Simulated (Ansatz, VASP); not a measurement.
**One calculation of LiNbO3, two programs**

The input INCAR:

```
SYSTEM = LiNbO3
ALGO = Normal
EDIFF = 1E-7
ENCUT = 520
GGA = PE
ISIF = 2
ISMEAR = 0
LASPH = .True.
LCHARG = .True.
LELF = .True.
LREAL = .False.
LVHAR = .True.
LWAVE = .False.
NBANDS = 45
NELM = 60
PREC = Accurate
SIGMA = 0.01
```

File KPOINTS:

```
k-points
0
Gamma
  6 6 6
  0 0 0
```

POSCAR

```
LiNbO3
1.0
    2.5687004035      1.4830398694      4.6282271812
   -2.5687004035      1.4830398694      4.6282271812
    0.0000000000     -2.9660797388      4.6282271812
Li Nb O
2 2 6
Direct
    0.7821703297      0.7821703297      0.7821703297
    0.2821703297      0.2821703297      0.2821703297
    0.5001763109      0.5001763109      0.5001763109
    1.0001763109      1.0001763109      0.0001763109
    0.6079877655      0.2196418006      0.8620237934
    0.8620237934      0.6079877655      0.2196418006
    0.1079877655      0.3620237934      0.7196418006
    0.2196418006      0.8620237934      0.6079877655
    0.7196418006      0.1079877655      0.3620237934
    0.3620237934      0.7196418006      0.1079877655
```

Input for Ansatz:

```yaml
crystal:
  lattice:
    - [2.5687004035, 1.4830398694, 4.6282271812]
    - [-2.5687004035, 1.4830398694, 4.6282271812]
    - [0.0, -2.9660797388, 4.6282271812]
  atoms:
    - { symbol: Li, position: [0.7821703297, 0.7821703297, 0.7821703297] }
    - { symbol: Li, position: [0.2821703297, 0.2821703297, 0.2821703297] }
    - { symbol: Nb, position: [0.5001763109, 0.5001763109, 0.5001763109] }
    - { symbol: Nb, position: [1.0001763109, 1.0001763109, 0.0001763109] }
    - { symbol: O, position: [0.6079877655, 0.2196418006, 0.8620237934] }
    - { symbol: O, position: [0.8620237934, 0.6079877655, 0.2196418006] }
    - { symbol: O, position: [0.1079877655, 0.3620237934, 0.7196418006] }
    - { symbol: O, position: [0.2196418006, 0.8620237934, 0.6079877655] }
    - { symbol: O, position: [0.7196418006, 0.1079877655, 0.3620237934] }
    - { symbol: O, position: [0.3620237934, 0.7196418006, 0.1079877655] }
kpoints:
  mp_grid: { grid: [6, 6, 6] }
  band_path:
    path:
      - [0.0, 0.0, 0.0]
      - [-0.5, -0.5, -0.5]
      - [-0.5, -0.2351184957, -0.7648815043]
      - [-0.2351184957, 0.2351184957, -0.5]
      - [0.0, 0.0, -0.5]
      - [0.0, 0.3675592478, -0.3675592478]
      - [-0.3675592478, 0.0, -0.6324407522]
      - [-0.5, 0.0, -0.5]
      - [0.135417, 0.135417, 0.135417]
      - [0.0, 0.380208, -0.380208]
    npoints: 1
hamiltonian:
  xc: pbe
scf:
  occupations: { method: fixed }
  n_extra_bands: 6
output:
  forces: true
  stress: true
  eigenvalues: true
```

Alike in both runs: task single point; functional PBE; k mesh 6 × 6 × 6; no spin polarisation.

```csv
,VASP,Ansatz
version,VASP 6.6.1,Ansatz 0.2.0
potentials or method,"VASP PAW PBE potentials, release 64 (Li_sv, Nb_sv, O)","plane waves, PAW"
plane-wave cutoff (eV),520,420
occupations,"gaussian, width 0.01 eV",fixed
valence electrons in the cell,68,68
```

Ansatz gave:

| Quantity | Value |
| --- | --- |
| gap on the k mesh at the Fermi level (eV) | 3.62 |
| rms of the force components (eV/Å) | 0.057 |

Problem. Which values does VASP return?

Solution. gap on the k mesh at the Fermi level (eV): 3.61; rms of the force components (eV/Å): 0.058.

Atom by atom the forces differ by 0.009 eV/Å (rms over components).

Noted on VASP's run: the cutoff is short for stress, so the pressure is rough.
